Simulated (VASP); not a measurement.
# CdSe (Fm-3m) in VASP: notebook

Aim: see how the results for CdSe move with the level of theory and the settings. Levels: r2SCAN+rVV10, PBEsol. Tasks: single point.

Program: VASP 6.6.1. These are calculated values, not measurements. Logs are shortened: lines on timing, memory, paths and dates and some standing lists are left out, and cuts for length are marked.

**1. The cell of the first run**

Symmetry: Fm-3m, No. 225, cubic system. The conventional cell has a = 5.748 Å, b = 5.748 Å, c = 5.748 Å, α = 90.00°, β = 90.00°, γ = 90.00°. Cd (site symmetry m-3m) has 6 Se at 2.87 Å within 3.8 Å. Se (site symmetry m-3m) has 6 Cd at 2.87 Å within 3.8 Å.

**2. Single point, r2SCAN+rVV10**

Input file POSCAR:

```
CdSe
1.0
    0.0000000000      2.8739580000      2.8739580000
    2.8739580000      0.0000000000      2.8739580000
    2.8739580000      2.8739580000      0.0000000000
Cd Se
1 1
Direct
    0.0000000000      0.0000000000      0.0000000000
    0.5000000000      0.5000000000      0.5000000000
```

Input file INCAR.step1:

```
SYSTEM = CdSe
  ALGO = Normal
  EDIFF = 1E-4
  ENCUT = 520
  GGA = PE
  ISMEAR = 1
  LASPH = .TRUE.
  LCHARG = .FALSE.
  LREAL = .FALSE.
  LWAVE = .TRUE.
  NBANDS = 16
  NELM = 60
  PREC = Accurate
  SIGMA = 0.1
```

Input file INCAR.step2:

```
SYSTEM = CdSe
  ALGO = Normal
  BPARAM = 11.95
  CPARAM = 0.0093
  EDIFF = 1E-6
  ENCUT = 520
  ISIF = 2
  ISMEAR = 1
  ISTART = 1
  IVDW_NL = 2
  LASPH = .TRUE.
  LCHARG = .FALSE.
  LMIXTAU = .TRUE.
  LREAL = .FALSE.
  LUSE_VDW = .TRUE.
  LWAVE = .FALSE.
  METAGGA = R2SCAN
  NBANDS = 16
  NELM = 60
  PREC = Accurate
  SIGMA = 0.1
```

Input file KPOINTS:

```
k-points
0
G
  8 8 8
  0 0 0
```

Potentials or basis: VASP PAW PBE potentials, release 64 (Cd, Se).

Command:

```console
> cat potpaw_PBE.64/Cd/POTCAR potpaw_PBE.64/Se/POTCAR > POTCAR
> cp INCAR.step1 INCAR
> mpirun -np 1 vasp_std > vasp.out
> cp INCAR.step2 INCAR
> mpirun -np 1 vasp_std > vasp.out
```

OUTCAR:

```text
SYSTEM = CdSe
   BPARAM = 11.95
   EDIFF = 1E-6
   ENCUT = 520
   ISIF = 2
   ISMEAR = 1
   ISTART = 1
   IVDW_NL = 2
   LASPH = .TRUE.
   LREAL = .FALSE.
   METAGGA = R2SCAN
   NELM = 60
   PREC = Accurate

 ion  position               nearest neighbor table
   1  0.000  0.000  0.000-   2 2.87   2 2.87   2 2.87   2 2.87   2 2.87   2 2.87
   2  0.500  0.500  0.500-   1 2.87   1 2.87   1 2.87   1 2.87   1 2.87   1 2.87

  LATTYP: Found a face centered cubic cell.
 ALAT       =     5.7479160000

  Lattice vectors:

 A1 = (   0.0000000000,   2.8739580000,   2.8739580000)
 A2 = (   2.8739580000,   0.0000000000,   2.8739580000)
 A3 = (   2.8739580000,   2.8739580000,   0.0000000000)

Analysis of symmetry for initial positions (statically):
=====================================================================
 Subroutine PRICEL returns:
 Original cell was already a primitive cell.

 Routine SETGRP: Setting up the symmetry group for a
 face centered cubic supercell.

 Subroutine GETGRP returns: Found 48 space group operations
 (whereof 48 operations were pure point group operations)
 out of a pool of 48 trial point group operations.

The static configuration has the point symmetry O_h .

Analysis of symmetry for dynamics (positions and initial velocities):
=====================================================================
 Subroutine PRICEL returns:
 Original cell was already a primitive cell.

 Routine SETGRP: Setting up the symmetry group for a
 face centered cubic supercell.

 Subroutine GETGRP returns: Found 48 space group operations
 (whereof 48 operations were pure point group operations)
 out of a pool of 48 trial point group operations.

The dynamic configuration has the point symmetry O_h .

 Subroutine INISYM returns: Found 48 space group operations
 (whereof 48 operations are pure point group operations),
 and found     1 'primitive' translations

----------------------------------------------------------------------------------------

                                     Primitive cell

  volume of cell :      47.4757

  direct lattice vectors                    reciprocal lattice vectors
     0.000000000  2.873958000  2.873958000    -0.173976098  0.173976098  0.173976098
     2.873958000  0.000000000  2.873958000     0.173976098 -0.173976098  0.173976098
     2.873958000  2.873958000  0.000000000     0.173976098  0.173976098 -0.173976098

  length of vectors
     4.064390381  4.064390381  4.064390381     0.301335442  0.301335442  0.301335442

  position of ions in fractional coordinates (direct lattice)
     0.000000000  0.000000000  0.000000000
     0.500000000  0.500000000  0.500000000

  ion indices of the primitive-cell ions
   primitive index   ion index
                 1           1
                 2           2

----------------------------------------------------------------------------------------

 KPOINTS: k-points

Automatic generation of k-mesh.
 Grid dimensions read from file:
 generate k-points for:    8    8    8

 Generating k-lattice:

  Cartesian coordinates                     Fractional coordinates (reciprocal lattice)
    -0.021747012  0.021747012  0.021747012     0.125000000  0.000000000  0.000000000
     0.021747012 -0.021747012  0.021747012     0.000000000  0.125000000  0.000000000
     0.021747012  0.021747012 -0.021747012     0.000000000  0.000000000  0.125000000

  Length of vectors
     0.037666930  0.037666930  0.037666930

  Shift w.r.t. Gamma in fractional coordinates (k-lattice)
     0.000000000  0.000000000  0.000000000

 Subroutine IBZKPT returns following result:
 ===========================================

 Found     29 irreducible k-points:

 Following reciprocal coordinates:
            Coordinates               Weight
  0.000000  0.000000  0.000000      1.000000
  0.125000  0.000000  0.000000      8.000000
  0.250000  0.000000  0.000000      8.000000
  0.375000  0.000000  0.000000      8.000000
  0.500000  0.000000  0.000000      4.000000
  0.125000  0.125000  0.000000      6.000000
[... 16 lines left out ...]
  0.500000  0.250000  0.125000     48.000000
 -0.375000  0.250000  0.125000     24.000000
 [... further k-points ...]
   k-points           NKPTS =     29   k-points in BZ     NKDIM =     29   number of bands    NBANDS=     16
   number of dos      NEDOS =    301   number of ions     NIONS =      2
   total plane-waves  NPLWV =  27000
   dimension x,y,z NGX =    30 NGY =   30 NGZ =   30
   dimension x,y,z NGXF=    60 NGYF=   60 NGZF=   60
   ions per type =               1   1
   NGX,Y,Z   is equivalent  to a cutoff of  12.27, 12.27, 12.27 a.u.
   NGXF,Y,Z  is equivalent  to a cutoff of  24.54, 24.54, 24.54 a.u.
 SYSTEM =  CdSe
   PREC   = accura    normal or accurate (medium, high low for compatibility)
   ISTART =      1    job   : 0-new  1-cont  2-samecut
   ICHARG =      0    charge: 1-file 2-atom 10-const
   ISPIN  =      1    spin polarized calculation?
   LNONCOLLINEAR =      F non collinear calculations
   LSORBIT =      F    spin-orbit coupling
   LASPH  =      T    aspherical Exc in radial PAW
   ENCUT  =  520.0 eV  38.22 Ry    6.18 a.u.   7.56  7.56  7.56*2*pi/ulx,y,z
   NELM   =     60;   NELMIN=  2; NELMDL=  0     # of ELM steps
   EDIFF  = 0.1E-05   stopping-criterion for ELM
   LREAL  =      F    real-space projection
   EDIFFG = 0.1E-04   stopping-criterion for IOM
   NSW    =      0    number of steps for IOM
   IBRION =     -1    ionic relax: 0-MD 1-quasi-New 2-CG
   NFREE  =      0    steps in history (QN), initial steepest desc. (CG)
   ISIF   =      2    stress and relaxation
   ISYM   =      2    0-nonsym 1-usesym 2-fastsym
   POTIM  = 0.5000    time-step for ionic-motion
   TEBEG  =    0.0;   TEEND  =   0.0 temperature during run
   PSTRESS=    0.0 pullay stress
   NELECT =      18.0000    total number of electrons
   NUPDOWN=      -1.0000    fix difference up-down
   EMIN   =  10.00;   EMAX   =-10.00  energy-range for DOS
   EFERMI =   0.00;   METHOD = LEGACY
   ISMEAR =     1;   SIGMA  =   0.10  broadening in eV -4-tet -1-fermi 0-gaus
   EFERMI_NEDOS =   21; number of points for ismear=-14 and -15
   IALGO  =     38    algorithm
   IMIX   =      4    mixing-type and parameters
     AMIX     =   0.40;   BMIX     =  1.00
     AMIX_MAG =   1.60;   BMIX_MAG =  1.00
  volume/ion in A,a.u.               =      23.74       160.19
  Fermi-wavevector in a.u.,A,eV,Ry     =   1.184882  2.239103 19.101849  1.403946
  Thomas-Fermi vector in A             =   2.321088
   LORBIT       =      0    0 simple, 1 ext, 2 COOP (PROOUT), +10 PAW based schemes
   METAGGA = R2SCAN    functional components
   LHFCALC =     F    Hartree Fock is set to
   AEXX    =    0.0000 exact exchange contribution
   IVDW_NL    =     2    kernel type
   BPARAM     =11.9500
   IVDW    =     0    specifies the selected vdW correction
   LEPSILON=     F    determine dielectric tensor
   LRPA    =     F    only Hartree local field effects (RPA)
 non-spin polarized calculation
 Methfessel and Paxton  Order N= 1 SIGMA  =   0.10
  energy-cutoff  :      520.00
  volume of cell :       47.48
 maximum number of plane-waves:      1303
   NGX = 15   NGY = 15   NGZ = 15

 number of electron      18.0000008 magnetization

 Free energy of the ion-electron system (eV)
  ---------------------------------------------------
  ext. energy  EPLUGINS =         0.00000000
  ---------------------------------------------------
  free energy    TOTEN  =       -35.17723952 eV

  energy without entropy =      -35.17741047  energy(sigma->0) =      -35.17729650

 E-fermi :   2.0076     XC(G=0): -10.5486

 val. band max:        1.9685596141   @ k =   0.5000   0.5000   0.0000
 cond. band min:       2.6437512270   @ k =   0.0000   0.0000   0.0000
 fundamental gap:      0.6751916128
 Fermi energy:         2.0075956236

 k-point     1 :       0.0000    0.0000    0.0000
  band No.  band energies     occupation
      1     -11.3150      2.00000
      2      -6.1738      2.00000
      3      -6.1738      2.00000
      4      -6.1588      2.00000
      5      -6.1588      2.00000
      6      -6.1588      2.00000
[... 8 lines left out ...]
     15      12.5280      0.00000
     16      12.5280      0.00000

 k-point     2 :       0.1250    0.0000    0.0000
  band No.  band energies     occupation
      1     -11.2009      2.00000
      2      -6.2071      2.00000
      3      -6.2071      2.00000
      4      -6.1676      2.00000
      5      -6.1409      2.00000
      6      -6.1409      2.00000
[... 8 lines left out ...]
     15      11.9423      0.00000
     16      12.2475      0.00000

 k-point     3 :       0.2500    0.0000    0.0000
  band No.  band energies     occupation
      1     -10.8993      2.00000
      2      -6.2893      2.00000
      3      -6.2893      2.00000
      4      -6.1996      2.00000
      5      -6.0936      2.00000
      6      -6.0936      2.00000
[... 8 lines left out ...]
     15      12.7525      0.00000
     16      12.7526      0.00000

 k-point     4 :       0.3750    0.0000    0.0000
  band No.  band energies     occupation
      1     -10.5480      2.00000
      2      -6.3692      2.00000
      3      -6.3692      2.00000
      4      -6.2584      2.00000
      5      -6.0455      2.00000
      6      -6.0455      2.00000
[... 8 lines left out ...]
     15      14.2333      0.00000
     16      14.2333      0.00000
[... 324 lines left out ...]
 k-point    22 :       0.3750    0.2500    0.1250
  band No.  band energies     occupation
      1     -10.7300      2.00000
      2      -6.2975      2.00000
      3      -6.2334      2.00000
      4      -6.1966      2.00000
      5      -6.0801      2.00000
      6      -6.0354      2.00000
[... 8 lines left out ...]
     15      15.1660      0.00000
     16      15.3175      0.00000

 k-point    23 :       0.5000    0.2500    0.1250
  band No.  band energies     occupation
      1     -10.4981      2.00000
      2      -6.3135      2.00000
      3      -6.2325      2.00000
      4      -6.1932      2.00000
      5      -6.0393      2.00000
      6      -5.9770      2.00000
[... 8 lines left out ...]
     15      15.2896      0.00000
     16      15.9625      0.00000

 k-point    24 :      -0.3750    0.2500    0.1250
  band No.  band energies     occupation
      1     -10.3963      2.00000
      2      -6.3399      2.00000
      3      -6.2071      2.00000
      4      -6.1887      2.00000
      5      -6.0157      2.00000
      6      -5.9488      2.00000
[... 8 lines left out ...]
     15      13.7921      0.00000
     16      16.6024      0.00000

 [... further k-points ...]

------------------------ aborting loop because EDIFF is reached ----------------------------------------

  FORCE on cell =-STRESS in cart. coord.  units (eV):
  Direction    XX          YY          ZZ          XY          YZ          ZX
  --------------------------------------------------------------------------------------
  -------------------------------------------------------------------------------------
  Total       -0.7999845     -0.7999845     -0.7999845     -0.0000000      0.0000000      0.0000000
  in kB      -26.9973366    -26.9973366    -26.9973366     -0.0000000      0.0000000      0.0000000
  external PRESSURE =     -26.9973366 kB  Pullay stress =       0.0000000 kB

 VOLUME and BASIS-vectors are now :
 -----------------------------------------------------------------------------
  energy-cutoff  :      520.00
  volume of cell :       47.48
      direct lattice vectors                 reciprocal lattice vectors
     0.000000000  2.873958000  2.873958000    -0.173976098  0.173976098  0.173976098
     2.873958000  0.000000000  2.873958000     0.173976098 -0.173976098  0.173976098
     2.873958000  2.873958000  0.000000000     0.173976098  0.173976098 -0.173976098

 POSITION                                       TOTAL-FORCE (eV/Angst)
 -----------------------------------------------------------------------------------
      0.00000      0.00000      0.00000         0.000000      0.000000     -0.000000
      2.87396      2.87396      2.87396        -0.000000     -0.000000      0.000000
 -----------------------------------------------------------------------------------
    total drift:                               -0.000000      0.000000      0.000000

  FREE ENERGIE OF THE ION-ELECTRON SYSTEM (eV)
  ---------------------------------------------------
  free  energy   TOTEN  =       -35.1772395203 eV

  energy  without entropy=      -35.1774104724  energy(sigma->0) =      -35.17729650
```

Wall time 3.5 min (1 thread of Intel Xeon 8259CL, shared host); peak memory 0.3 GiB.

What came out:

```yaml
Free_energy: -35.1772 eV
Pressure: -2.7 GPa
```

Caveat: the PAW data sets were made with another functional, which shifts forces and pressure a little.

(Continued in part 2 of 2.)
